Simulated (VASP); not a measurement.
# Ti (P6_3/mmc) in VASP: a series of runs

Runs on Ti. Level: PBEsol. Tasks: single point.

Everything below comes from runs of VASP 6.6.1. Logs are shortened: lines on timing, memory, paths and dates and some standing lists are left out, and cuts for length are marked.

## (1) The cell of the first run

The structure is hexagonal, space group P6_3/mmc (No. 194). Conventional cell: a = 3.124 Å, b = 3.124 Å, c = 3.956 Å, α = 90.00°, β = 90.00°, γ = 120.00°. Within 3.5 Å of Ti (site symmetry -6m2) lie 12 Ti at 2.68 to 3.12 Å.

## (2) Single point, PBEsol

INCAR reads:

```
ALGO = Fast ; EDIFF = 1E-7
ENCUT = 520 ; GGA = PS
ISIF = 2 ; ISMEAR = 0
LASPH = True ; LCHARG = False
LREAL = False ; LWAVE = False
NBANDS = 19 ; NELM = 80
PREC = Accurate ; SIGMA = 0.15
```

KPOINTS reads:

```
k-points
0
Gamma
  24 24 14
```

POSCAR reads:

```
Ti
1.0
    3.1243991060      0.0000000000      0.0000000000
   -1.5621995530      2.7058089973      0.0000000000
    0.0000000000      0.0000000000      3.9563956322
Ti
2
Direct
    0.3333333333      0.6666666667      0.2500000000
    0.6666666667      0.3333333333      0.7500000000
```

Potentials or basis: VASP PAW PBE potentials, release 64 (Ti_sv).

Started as:

```
$ cat potpaw_PBE.64/Ti_sv/POTCAR > POTCAR
$ mpirun -np 1 vasp_std > vasp.out
```

OUTCAR:

```text
EDIFF = 1E-7
   ENCUT = 520
   GGA = PS
   ISIF = 2
   ISMEAR = 0
   LASPH = True
   LREAL = False
   NELM = 80
   PREC = Accurate

 ion  position               nearest neighbor table
   1  0.333  0.667  0.250-   2 2.68   2 2.68   2 2.68   2 2.68   2 2.68   2 2.68
   2  0.667  0.333  0.750-   1 2.68   1 2.68   1 2.68   1 2.68   1 2.68   1 2.68

  LATTYP: Found a hexagonal cell.
 ALAT       =     3.1243991060
 C/A-ratio  =     1.2662900923

  Lattice vectors:

 A1 = (   3.1243991060,   0.0000000000,   0.0000000000)
 A2 = (  -1.5621995530,   2.7058089973,   0.0000000000)
 A3 = (   0.0000000000,   0.0000000000,   3.9563956322)

Analysis of symmetry for initial positions (statically):
=====================================================================
 Subroutine PRICEL returns:
 Original cell was already a primitive cell.

 Routine SETGRP: Setting up the symmetry group for a
 hexagonal supercell.

 Subroutine GETGRP returns: Found 24 space group operations
 (whereof 12 operations were pure point group operations)
 out of a pool of 24 trial point group operations.

The static configuration has the point symmetry D_3d.
 The point group associated with its full space group is D_6h.

Analysis of symmetry for dynamics (positions and initial velocities):
=====================================================================
 Subroutine PRICEL returns:
 Original cell was already a primitive cell.

 Routine SETGRP: Setting up the symmetry group for a
 hexagonal supercell.

 Subroutine GETGRP returns: Found 24 space group operations
 (whereof 12 operations were pure point group operations)
 out of a pool of 24 trial point group operations.

The dynamic configuration has the point symmetry D_3d.
 The point group associated with its full space group is D_6h.

 Subroutine INISYM returns: Found 24 space group operations
 (whereof 12 operations are pure point group operations),
 and found     1 'primitive' translations

----------------------------------------------------------------------------------------

                                     Primitive cell

  volume of cell :      33.4475

  direct lattice vectors                    reciprocal lattice vectors
     3.124399106  0.000000000  0.000000000     0.320061543  0.184787618  0.000000000
    -1.562199553  2.705808997  0.000000000     0.000000000  0.369575236  0.000000000
     0.000000000  0.000000000  3.956395632     0.000000000  0.000000000  0.252755309

  length of vectors
     3.124399106  3.124399106  3.956395632     0.369575236  0.369575236  0.252755309

  position of ions in fractional coordinates (direct lattice)
     0.333333333  0.666666667  0.250000000
     0.666666667  0.333333333  0.750000000

  ion indices of the primitive-cell ions
   primitive index   ion index
                 1           1
                 2           2

----------------------------------------------------------------------------------------

 KPOINTS: k-points

Automatic generation of k-mesh.
 Grid dimensions read from file:
 generate k-points for:   24   24   14

 Generating k-lattice:

  Cartesian coordinates                     Fractional coordinates (reciprocal lattice)
     0.013335898  0.007699484  0.000000000     0.041666667  0.000000000  0.000000000
     0.000000000  0.015398968  0.000000000     0.000000000  0.041666667  0.000000000
     0.000000000  0.000000000  0.018053951     0.000000000  0.000000000  0.071428571

  Length of vectors
     0.015398968  0.015398968  0.018053951

  Shift w.r.t. Gamma in fractional coordinates (k-lattice)
     0.000000000  0.000000000  0.000000000

 Subroutine IBZKPT returns following result:
 ===========================================

 Found    488 irreducible k-points:

 Following reciprocal coordinates:
            Coordinates               Weight
  0.000000  0.000000  0.000000      1.000000
  0.041667 -0.000000  0.000000      6.000000
  0.083333 -0.000000  0.000000      6.000000
  0.125000 -0.000000  0.000000      6.000000
  0.166667 -0.000000  0.000000      6.000000
  0.208333  0.000000  0.000000      6.000000
[... 16 lines left out ...]
  0.416667  0.041667  0.000000     12.000000
  0.458333  0.041667  0.000000     12.000000
 [... further k-points ...]
   k-points           NKPTS =    488   k-points in BZ     NKDIM =    488   number of bands    NBANDS=     19
   number of dos      NEDOS =    301   number of ions     NIONS =      2
   total plane-waves  NPLWV =  17280
   dimension x,y,z NGX =    24 NGY =   24 NGZ =   30
   dimension x,y,z NGXF=    48 NGYF=   48 NGZF=   60
   ions per type =               2
   NGX,Y,Z   is equivalent  to a cutoff of  12.77, 12.77, 12.61 a.u.
   NGXF,Y,Z  is equivalent  to a cutoff of  25.54, 25.54, 25.21 a.u.
 SYSTEM =  unknown system
   PREC   = accura    normal or accurate (medium, high low for compatibility)
   ISTART =      0    job   : 0-new  1-cont  2-samecut
   ICHARG =      2    charge: 1-file 2-atom 10-const
   ISPIN  =      1    spin polarized calculation?
   LNONCOLLINEAR =      F non collinear calculations
   LSORBIT =      F    spin-orbit coupling
   LASPH  =      T    aspherical Exc in radial PAW
   ENCUT  =  520.0 eV  38.22 Ry    6.18 a.u.   5.81  5.81  7.36*2*pi/ulx,y,z
   NELM   =     80;   NELMIN=  2; NELMDL= -5     # of ELM steps
   EDIFF  = 0.1E-06   stopping-criterion for ELM
   LREAL  =      F    real-space projection
   EDIFFG = 0.1E-05   stopping-criterion for IOM
   NSW    =      0    number of steps for IOM
   IBRION =     -1    ionic relax: 0-MD 1-quasi-New 2-CG
   NFREE  =      0    steps in history (QN), initial steepest desc. (CG)
   ISIF   =      2    stress and relaxation
   ISYM   =      2    0-nonsym 1-usesym 2-fastsym
   POTIM  = 0.5000    time-step for ionic-motion
   TEBEG  =    0.0;   TEEND  =   0.0 temperature during run
   PSTRESS=    0.0 pullay stress
   NELECT =      24.0000    total number of electrons
   NUPDOWN=      -1.0000    fix difference up-down
   EMIN   =  10.00;   EMAX   =-10.00  energy-range for DOS
   EFERMI =   0.00;   METHOD = LEGACY
   ISMEAR =     0;   SIGMA  =   0.15  broadening in eV -4-tet -1-fermi 0-gaus
   EFERMI_NEDOS =   21; number of points for ismear=-14 and -15
   IALGO  =     68    algorithm
   IMIX   =      4    mixing-type and parameters
     AMIX     =   0.40;   BMIX     =  1.00
     AMIX_MAG =   1.60;   BMIX_MAG =  1.00
  volume/ion in A,a.u.               =      16.72       112.86
  Fermi-wavevector in a.u.,A,eV,Ry     =   1.465629  2.769638 29.226255  2.148069
  Thomas-Fermi vector in A             =   2.581463
   LORBIT       =      0    0 simple, 1 ext, 2 COOP (PROOUT), +10 PAW based schemes
   GGA     = PS    functional components
   LHFCALC =     F    Hartree Fock is set to
   AEXX    =    0.0000 exact exchange contribution
   IVDW    =     0    specifies the selected vdW correction
   LEPSILON=     F    determine dielectric tensor
   LRPA    =     F    only Hartree local field effects (RPA)
 non-spin polarized calculation
 RMM-DIIS sequential band-by-band and
 Gauss-broadening in eV      SIGMA  =   0.15
  energy-cutoff  :      520.00
  volume of cell :       33.45
 maximum number of plane-waves:       916
 NGX is ok and might be reduce to    24

 number of electron      24.0000000 magnetization

 Free energy of the ion-electron system (eV)
  ---------------------------------------------------
  ext. energy  EPLUGINS =         0.00000000
  ---------------------------------------------------
  free energy    TOTEN  =       -16.37467664 eV

  energy without entropy =      -16.34754912  energy(sigma->0) =      -16.36111288

 E-fermi :   8.4296     XC(G=0): -11.7919

 val. band max:        8.4292746087   @ k =   0.0000   0.0000   0.5000
 cond. band min:       8.4309552869   @ k =   0.1250  -0.0000   0.0714
 fundamental gap:      0.0016806782
 Fermi energy:         8.4296104169

 k-point     1 :       0.0000    0.0000    0.0000
  band No.  band energies     occupation
      1     -48.0303      2.00000
      2     -47.7165      2.00000
      3     -24.8583      2.00000
      4     -24.2172      2.00000
      5     -24.2172      2.00000
      6     -23.9131      2.00000
[... 11 lines left out ...]
     18      11.9233      0.00000
     19      12.1290      0.00000

 k-point     2 :       0.0417   -0.0000    0.0000
  band No.  band energies     occupation
      1     -48.0285      2.00000
      2     -47.7171      2.00000
      3     -24.8538      2.00000
      4     -24.2212      2.00000
      5     -24.2200      2.00000
      6     -23.9184      2.00000
[... 11 lines left out ...]
     18      11.4431      0.00000
     19      11.9468      0.00000

 k-point     3 :       0.0833   -0.0000    0.0000
  band No.  band energies     occupation
      1     -48.0233      2.00000
      2     -47.7190      2.00000
      3     -24.8403      2.00000
      4     -24.2333      2.00000
      5     -24.2280      2.00000
      6     -23.9338      2.00000
[... 11 lines left out ...]
     18      11.0141      0.00000
     19      12.0128      0.00000

 k-point     4 :       0.1250   -0.0000    0.0000
  band No.  band energies     occupation
      1     -48.0147      2.00000
      2     -47.7221      2.00000
      3     -24.8183      2.00000
      4     -24.2525      2.00000
      5     -24.2405      2.00000
      6     -23.9580      2.00000
[... 407 lines left out ...]
     18      12.1529      0.00000
     19      12.7867      0.00000

 k-point    23 :       0.4167    0.0417    0.0000
  band No.  band energies     occupation
      1     -47.8989      2.00000
      2     -47.7820      2.00000
      3     -24.4955      2.00000
      4     -24.4665      2.00000
      5     -24.3524      2.00000
      6     -24.1840      2.00000
[... 11 lines left out ...]
     18      12.3968      0.00000
     19      12.8323      0.00000

 k-point    24 :       0.4583    0.0417    0.0000
  band No.  band energies     occupation
      1     -47.8911      2.00000
      2     -47.7876      2.00000
      3     -24.4760      2.00000
      4     -24.4716      2.00000
      5     -24.3561      2.00000
      6     -24.1927      2.00000
[... 11 lines left out ...]
     18      12.6691      0.00000
     19      12.9311      0.00000

 [... further k-points ...]

------------------------ aborting loop because EDIFF is reached ----------------------------------------

  FORCE on cell =-STRESS in cart. coord.  units (eV):
  Direction    XX          YY          ZZ          XY          YZ          ZX
  --------------------------------------------------------------------------------------
  -------------------------------------------------------------------------------------
  Total       -0.9877798     -0.9877798      2.5766088      0.0000000      0.0000000      0.0000000
  in kB      -47.3159273    -47.3159273    123.4228887      0.0000000      0.0000000      0.0000000
  external PRESSURE =       9.5970114 kB  Pullay stress =       0.0000000 kB

 VOLUME and BASIS-vectors are now :
 -----------------------------------------------------------------------------
  energy-cutoff  :      520.00
  volume of cell :       33.45
      direct lattice vectors                 reciprocal lattice vectors
     3.124399106  0.000000000  0.000000000     0.320061543  0.184787618  0.000000000
    -1.562199553  2.705808997  0.000000000     0.000000000  0.369575236  0.000000000
     0.000000000  0.000000000  3.956395632     0.000000000  0.000000000  0.252755309

 POSITION                                       TOTAL-FORCE (eV/Angst)
 -----------------------------------------------------------------------------------
     -0.00000      1.80387      0.98910         0.000000     -0.000000      0.000000
      1.56220      0.90194      2.96730        -0.000000      0.000000      0.000000
 -----------------------------------------------------------------------------------
    total drift:                                0.000000     -0.000000      0.000000

  FREE ENERGIE OF THE ION-ELECTRON SYSTEM (eV)
  ---------------------------------------------------
  free  energy   TOTEN  =       -16.3746766430 eV

  energy  without entropy=      -16.3475491244  energy(sigma->0) =      -16.36111288
```

It took 21 min on 1 thread of Intel Xeon 8259CL, shared host; peak memory 0.36 GiB.

Results:

```yaml
Free_energy: -16.3747 eV
Pressure: 1.0 GPa
Band_gap_on_the_k_mesh: zero (bands 12 and 13 overlap by 0.97 eV)
```

Caveat: the PAW data sets were made with another functional, which shifts forces and pressure a little.

## (3) Single point, PBEsol

This run uses another cell than the first one, of the same volume but with other edges.

INCAR reads:

```
PREC     = Accurate       # precision mode
ENCUT    = 520            # plane-wave cutoff, eV
EDIFF    = 1E-6           # SCF threshold, eV
ISMEAR   = 0              # smearing method
SIGMA    = 0.15           # smearing width, eV
LREAL    = F              # projectors in reciprocal space
LASPH    = T              # aspherical terms in the spheres
NELM     = 100            # most SCF steps
ALGO     = Fast           # electronic algorithm
ISIF     = 2              # what is computed and relaxed
LWAVE    = F              # write WAVECAR
LCHARG   = T              # write CHGCAR
GGA      = PS             # functional
LELF     = T              # ELF
LVHAR    = T            
NBANDS   = 19             # bands
```

KPOINTS reads:

```
regular mesh
0
Gamma
  24 24 14
```

POSCAR reads:

```
Ti
1.0
    2.6575537054      0.0000000000      0.0000000000
   -1.3287768527      2.3015090208      0.0000000000
    0.0000000000      0.0000000000      5.4685051310
Ti
2
Direct
    0.3333333333      0.6666666667      0.2500000000
    0.6666666667      0.3333333333      0.7500000000
```

Potentials or basis: VASP PAW PBE potentials, release 64 (Ti_sv).

Started as:

```
$ cat potpaw_PBE.64/Ti_sv/POTCAR > POTCAR
$ mpirun -np 1 vasp_std > vasp.out
```

OUTCAR:

```text
PREC = Accurate
   ENCUT = 520
   EDIFF = 1E-6
   ISMEAR = 0
   LREAL = F
   LASPH = T
   NELM = 100
   ISIF = 2
   GGA = PS

 ion  position               nearest neighbor table
   1  0.333  0.667  0.250-
   2  0.667  0.333  0.750-

  LATTYP: Found a hexagonal cell.
 ALAT       =     2.6575537054
 C/A-ratio  =     2.0577213999

  Lattice vectors:

 A1 = (   2.6575537054,   0.0000000000,   0.0000000000)
 A2 = (  -1.3287768527,   2.3015090208,   0.0000000000)
 A3 = (   0.0000000000,   0.0000000000,   5.4685051310)

Analysis of symmetry for initial positions (statically):
=====================================================================
 Subroutine PRICEL returns:
 Original cell was already a primitive cell.

 Routine SETGRP: Setting up the symmetry group for a
 hexagonal supercell.

 Subroutine GETGRP returns: Found 24 space group operations
 (whereof 12 operations were pure point group operations)
 out of a pool of 24 trial point group operations.

The static configuration has the point symmetry D_3d.
 The point group associated with its full space group is D_6h.
[... 160 lines left out ...]
  free energy    TOTEN  =       -16.29093531 eV

  energy without entropy =      -16.27244933  energy(sigma->0) =      -16.28169232

 E-fermi :   8.4407     XC(G=0): -11.7608

 val. band max:        8.4348739720   @ k =   0.3333   0.2917   0.3571
 cond. band min:       8.4432430141   @ k =   0.2083   0.0833   0.0000
 fundamental gap:      0.0083690421
 Fermi energy:         8.4406778709

 k-point     1 :       0.0000    0.0000    0.0000
  band No.  band energies     occupation
      1     -47.8518      2.00000
      2     -47.8007      2.00000
      3     -24.3511      2.00000
      4     -23.9490      2.00000
      5     -23.5538      2.00000
      6     -23.5538      2.00000
[... 505 lines left out ...]
      6     -23.8989      2.00000
[... 11 lines left out ...]
     18      13.0141      0.00000
     19      13.5743      0.00000

 [... further k-points ...]

------------------------ aborting loop because EDIFF is reached ----------------------------------------

  FORCE on cell =-STRESS in cart. coord.  units (eV):
  Direction    XX          YY          ZZ          XY          YZ          ZX
  --------------------------------------------------------------------------------------
  -------------------------------------------------------------------------------------
  Total        1.2608273      1.2608273     -2.7649732      0.0000000      0.0000000      0.0000000
  in kB       60.3952583     60.3952583   -132.4457891      0.0000000      0.0000000      0.0000000
  external PRESSURE =      -3.8850908 kB  Pullay stress =       0.0000000 kB

 VOLUME and BASIS-vectors are now :
 -----------------------------------------------------------------------------
  energy-cutoff  :      520.00
  volume of cell :       33.45
      direct lattice vectors                 reciprocal lattice vectors
     2.657553705  0.000000000  0.000000000     0.376285905  0.217248768  0.000000000
    -1.328776853  2.301509021  0.000000000     0.000000000  0.434497537  0.000000000
     0.000000000  0.000000000  5.468505131     0.000000000  0.000000000  0.182865331

 POSITION                                       TOTAL-FORCE (eV/Angst)
 -----------------------------------------------------------------------------------
     -0.00000      1.53434      1.36713         0.000000      0.000000      0.000000
      1.32878      0.76717      4.10138        -0.000000     -0.000000      0.000000
 -----------------------------------------------------------------------------------
    total drift:                               -0.000000      0.000000     -0.000000

  FREE ENERGIE OF THE ION-ELECTRON SYSTEM (eV)
  ---------------------------------------------------
  free  energy   TOTEN  =       -16.2909353099 eV

  energy  without entropy=      -16.2724493282  energy(sigma->0) =      -16.28169232
```

OSZICAR:

```text
N       E                     dE             d eps       ncg     rms          rms(c)
DAV:   1     0.264488478465E+03    0.26449E+03   -0.13045E+04 18584   0.159E+03
DAV:   2     0.124051985090E+02   -0.25208E+03   -0.24788E+03 19027   0.442E+02
DAV:   3    -0.166155484765E+02   -0.29021E+02   -0.28492E+02 33858   0.123E+02
[... 24 lines left out ...]
RMM:  28    -0.162909302967E+02   -0.25187E-05   -0.27476E-05 22196   0.210E-02    0.174E-03
RMM:  29    -0.162909322243E+02   -0.19275E-05   -0.20101E-05 22250   0.203E-02    0.325E-03
RMM:  30    -0.162909334037E+02   -0.11794E-05   -0.15621E-05 19384   0.162E-02    0.159E-03
RMM:  31    -0.162909345816E+02   -0.11779E-05   -0.12357E-05 19082   0.142E-02    0.183E-03
RMM:  32    -0.162909353099E+02   -0.72834E-06   -0.92414E-06 17898   0.127E-02
   1 F= -.16290935E+02 E0= -.16281692E+02  d E =-.184860E-01
```

stdout:

```text
POSCAR found type information on POSCAR Ti
 POSCAR found :  1 types and       2 ions
 scaLAPACK will be used
 -----------------------------------------------------------------------------
|                                                                             |
|                                                                             |
|     You enforced a specific xc type in the INCAR file but a different       |
[... 19 lines left out ...]
WARNING in EDDRMM: call to ZHEGV failed, returncode =   6  3      6
WARNING in EDDRMM: call to ZHEGV failed, returncode =   6  3      7
WARNING in EDDRMM: call to ZHEGV failed, returncode =   6  3      7
WARNING in EDDRMM: call to ZHEGV failed, returncode =   8  4     13
WARNING in EDDRMM: call to ZHEGV failed, returncode =   8  4      5
WARNING in EDDRMM: call to ZHEGV failed, returncode =   6  3      5
WARNING in EDDRMM: call to ZHEGV failed, returncode =   6  3      6
```

Wall time 13 min (1 thread of Intel Xeon 8259CL, shared host); peak memory 0.35 GiB.

What came out:

* Free energy: -16.2909 eV
* Pressure: -0.4 GPa
* Band gap on the k mesh: zero (bands 12 and 13 overlap by 0.14 eV)

Caveat: the PAW data sets were made with another functional, which shifts forces and pressure a little.
